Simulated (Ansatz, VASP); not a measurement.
**Two plane-wave programs on As2H**

```xyz
3
Lattice="3.5713 0.0000 0.0000 -1.7857 3.0929 0.0000 0.0000 0.0000 18.3976" Properties=species:S:1:pos:R:3 pbc="T T T"
As    0.0000    2.0619    5.3976
As    1.7857    1.0310    4.0000
H     1.7857    2.0619    5.0976
```

Alike in both runs: task single point; functional PBE; dispersion D3(BJ); k mesh 9 × 9 × 1; occupations gaussian, width 0.05 eV; collinear spin.

|  | VASP | Ansatz |
| --- | --- | --- |
| version | VASP 6.6.1 | Ansatz 0.2.0 |
| potentials or method | VASP PAW PBE potentials, release 64 (As, H), cutoff 520 eV | scalar-relativistic, plane waves, PAW |
| valence electrons in the cell | 11 | 31 |

```tsv
	VASP	Ansatz	Ansatz less VASP
gap on the k mesh at the Fermi level (eV)	none	none	-
rms of the force components (eV/Å)	1.580	1.503	-0.0763
net moment per atom (μB)	0.00	0.00	0.000
```

Atom by atom the forces differ by 0.079 eV/Å (rms over components). A gap of «none» marks a metal or a gap that the smearing closes. VASP's potentials hold 11 valence electrons a cell and Ansatz's 31, so a difference there can come from the potentials and not from the codes. Ansatz's warnings: seeded moment not kept, stability check not made.
